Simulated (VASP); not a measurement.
# Mg2Si (Fm-3m) in VASP: further runs, part 2 of 2

VASP 6.6.1.

### 3 Electric field gradients, LDA

Input file INCAR:

```
ALGO     = Normal         # electronic algorithm
EDIFF    = 1E-8           # SCF threshold, eV
ENCUT    = 520            # plane-wave cutoff, eV
GGA      = CA             # functional
GGA_COMPAT= F            
ISIF     = 2              # what is computed and relaxed
ISMEAR   = -1             # smearing method
LASPH    = T              # aspherical terms in the spheres
LCHARG   = F              # write CHGCAR
LEFG     = T            
LREAL    = F              # projectors in reciprocal space
LWAVE    = F              # write WAVECAR
NBANDS   = 11             # bands
NELM     = 120            # most SCF steps
PREC     = Accurate       # precision mode
SIGMA    = 0.05           # smearing width, eV
```

Input file KPOINTS:

```
k-points
0
Gamma
  11 11 11
```

Input file POSCAR:

```
Mg2Si
1.0
    0.0000000000      3.1950000000      3.1950000000
    3.1950000000      0.0000000000      3.1950000000
    3.1950000000      3.1950000000      0.0000000000
Mg Si
2 1
Direct
    0.2500000000      0.2500000000      0.2500000000
    0.7500000000      0.7500000000      0.7500000000
    0.0000000000      0.0000000000      0.0000000000
```

Potentials or basis: VASP PAW LDA potentials, release 64 (Mg, Si).

Started as:

```
$ cat potpaw_LDA.64/Mg/POTCAR potpaw_LDA.64/Si/POTCAR > POTCAR
$ mpirun -np 1 vasp_std > vasp.out
```

OUTCAR:

```text
EDIFF = 1E-8
   ENCUT = 520
   GGA = CA
   ISIF = 2
   ISMEAR = -1
   LASPH = T
   LREAL = F
   NELM = 120
   PREC = Accurate

 ion  position               nearest neighbor table
   1  0.250  0.250  0.250-   3 2.77   3 2.77   3 2.77   3 2.77   2 3.19   2 3.19   2 3.19   2 3.19
                             2 3.19   2 3.19
   2  0.750  0.750  0.750-   3 2.77   3 2.77   3 2.77   3 2.77   1 3.19   1 3.19   1 3.19   1 3.19
                             1 3.19   1 3.19
   3  0.000  0.000  0.000-   2 2.77   2 2.77   2 2.77   1 2.77   2 2.77   1 2.77   1 2.77   1 2.77

  LATTYP: Found a face centered cubic cell.
 ALAT       =     6.3900000000

  Lattice vectors:

 A1 = (   0.0000000000,   3.1950000000,   3.1950000000)
 A2 = (   3.1950000000,   0.0000000000,   3.1950000000)
 A3 = (   3.1950000000,   3.1950000000,   0.0000000000)

Analysis of symmetry for initial positions (statically):
=====================================================================
 Subroutine PRICEL returns:
 Original cell was already a primitive cell.

 Routine SETGRP: Setting up the symmetry group for a
 face centered cubic supercell.

 Subroutine GETGRP returns: Found 48 space group operations
 (whereof 48 operations were pure point group operations)
 out of a pool of 48 trial point group operations.

The static configuration has the point symmetry O_h .

Analysis of symmetry for dynamics (positions and initial velocities):
=====================================================================
 Subroutine PRICEL returns:
 Original cell was already a primitive cell.

 Routine SETGRP: Setting up the symmetry group for a
 face centered cubic supercell.

 Subroutine GETGRP returns: Found 48 space group operations
 (whereof 48 operations were pure point group operations)
 out of a pool of 48 trial point group operations.

The dynamic configuration has the point symmetry O_h .

 Subroutine INISYM returns: Found 48 space group operations
 (whereof 48 operations are pure point group operations),
 and found     1 'primitive' translations

----------------------------------------------------------------------------------------

                                     Primitive cell

  volume of cell :      65.2293

  direct lattice vectors                    reciprocal lattice vectors
     0.000000000  3.195000000  3.195000000    -0.156494523  0.156494523  0.156494523
     3.195000000  0.000000000  3.195000000     0.156494523 -0.156494523  0.156494523
     3.195000000  3.195000000  0.000000000     0.156494523  0.156494523 -0.156494523

  length of vectors
     4.518412332  4.518412332  4.518412332     0.271056464  0.271056464  0.271056464

  position of ions in fractional coordinates (direct lattice)
     0.250000000  0.250000000  0.250000000
     0.750000000  0.750000000  0.750000000
     0.000000000  0.000000000  0.000000000

  ion indices of the primitive-cell ions
   primitive index   ion index
                 1           1
                 2           2
                 3           3

----------------------------------------------------------------------------------------

[... 92 lines left out ...]
  Thomas-Fermi vector in A             =   1.923088
   LORBIT       =      0    0 simple, 1 ext, 2 COOP (PROOUT), +10 PAW based schemes
   GGA     = CA    functional components
   LHFCALC =     F    Hartree Fock is set to
   AEXX    =    0.0000 exact exchange contribution
   IVDW    =     0    specifies the selected vdW correction
   LEPSILON=     F    determine dielectric tensor
   LRPA    =     F    only Hartree local field effects (RPA)
 non-spin polarized calculation
  energy-cutoff  :      520.00
  volume of cell :       65.23
 maximum number of plane-waves:      1807
 NGX is ok and might be reduce to    36
   NGX = 17   NGY = 17   NGZ = 17

 number of electron       8.0000000 magnetization

 Free energy of the ion-electron system (eV)
  ---------------------------------------------------
  ext. energy  EPLUGINS =         0.00000000
  ---------------------------------------------------
  free energy    TOTEN  =       -10.08548909 eV

  energy without entropy =      -10.08480838  energy(sigma->0) =      -10.08514874

 E-fermi :   3.4822     XC(G=0):  -8.9181

 val. band max:        3.3681812015   @ k =   0.0000   0.0000   0.0000
 cond. band min:       3.6083256510   @ k =   0.4545   0.4545   0.0000
 fundamental gap:      0.2401444495
 Fermi energy:         3.4822256906

 k-point     1 :       0.0000    0.0000    0.0000
  band No.  band energies     occupation
      1      -5.6722      2.00000
      2       3.3682      1.81456
      3       3.3682      1.81456
      4       3.3682      1.81456
      5       5.0046      0.00000
      6       5.8533      0.00000
      7       5.8533      0.00000
      8       5.8533      0.00000
      9       8.9971      0.00000
     10       8.9971      0.00000
     11       9.4169      0.00000
[... 309 lines left out ...]
 k-point    24 :      -0.1818    0.1818    0.0000
  band No.  band energies     occupation
      1      -4.9371      2.00000
      2       0.5444      2.00000
      3       1.4818      2.00000
      4       3.0117      1.99984
      5       5.6426      0.00000
      6       6.5488      0.00000
      7       6.6834      0.00000
      8       7.0389      0.00000
      9       7.2501      0.00000
     10      10.4511      0.00000
     11      11.1261      0.00000

 [... further k-points ...]

------------------------ aborting loop because EDIFF is reached ----------------------------------------

  FORCE on cell =-STRESS in cart. coord.  units (eV):
  Direction    XX          YY          ZZ          XY          YZ          ZX
  --------------------------------------------------------------------------------------
  -------------------------------------------------------------------------------------
  Total       -1.4203074     -1.4203074     -1.4203074      0.0000000      0.0000000      0.0000000
  in kB      -34.8859340    -34.8859340    -34.8859340      0.0000000      0.0000000      0.0000000
  external PRESSURE =     -34.8859340 kB  Pullay stress =       0.0000000 kB

 VOLUME and BASIS-vectors are now :
 -----------------------------------------------------------------------------
  energy-cutoff  :      520.00
  volume of cell :       65.23
      direct lattice vectors                 reciprocal lattice vectors
     0.000000000  3.195000000  3.195000000    -0.156494523  0.156494523  0.156494523
     3.195000000  0.000000000  3.195000000     0.156494523 -0.156494523  0.156494523
     3.195000000  3.195000000  0.000000000     0.156494523  0.156494523 -0.156494523

 POSITION                                       TOTAL-FORCE (eV/Angst)
 -----------------------------------------------------------------------------------
      1.59750      1.59750      1.59750        -0.000000     -0.000000      0.000000
      4.79250      4.79250      4.79250         0.000000      0.000000      0.000000
      0.00000      0.00000      0.00000         0.000000     -0.000000     -0.000000
 -----------------------------------------------------------------------------------
    total drift:                               -0.000000     -0.000000     -0.000000

  FREE ENERGIE OF THE ION-ELECTRON SYSTEM (eV)
  ---------------------------------------------------
  free  energy   TOTEN  =       -10.0854890932 eV

  energy  without entropy=      -10.0848083777  energy(sigma->0) =      -10.08514874

 Electric field gradients (V/A^2)
---------------------------------------------------------------------
 ion       V_xx      V_yy      V_zz      V_xy      V_xz      V_yz
---------------------------------------------------------------------
   1       0.000    -0.000     0.000     0.000     0.000     0.000
   2       0.000    -0.000     0.000     0.000     0.000     0.000
   3      -0.000    -0.000     0.000     0.000     0.000     0.000
---------------------------------------------------------------------

 Electric field gradients after diagonalization (V/A^2)
 (convention: |V_zz| > |V_xx| > |V_yy|)
----------------------------------------------------------------------
 ion       V_xx      V_yy      V_zz     asymmetry (V_yy - V_xx)/ V_zz
----------------------------------------------------------------------
   1      -0.000    -0.000     0.000       0.000
   2      -0.000    -0.000     0.000       0.000
   3      -0.000    -0.000     0.000       0.000
----------------------------------------------------------------------

           NMR quadrupolar parameters

 Cq : quadrupolar parameter    Cq=e*Q*V_zz/h
 eta: asymmetry parameters     (V_yy - V_xx)/ V_zz
 Q  : nuclear electric quadrupole moment in mb (millibarn)
----------------------------------------------------------------------
 ion       Cq(MHz)       eta       Q (mb)
----------------------------------------------------------------------
   1       0.000       0.000       1.000
   2       0.000       0.000       1.000
   3       0.000       0.000       1.000
----------------------------------------------------------------------
```

Run time: 14 s. Hardware: 1 thread of Intel Xeon 6975P-C (Granite Rapids), shared host; peak memory 0.19 GiB.

What came out:

* Free energy: -10.0855 eV
* Pressure: -3.5 GPa
* Band gap on the k mesh: 0.24 eV (least direct gap 1.64 eV)
* Largest electric field gradient by atom: zero within the noise of the run

Caveat: the cell stands under tension; an odd mesh through Γ misses points on the zone boundary, where band edges can lie.
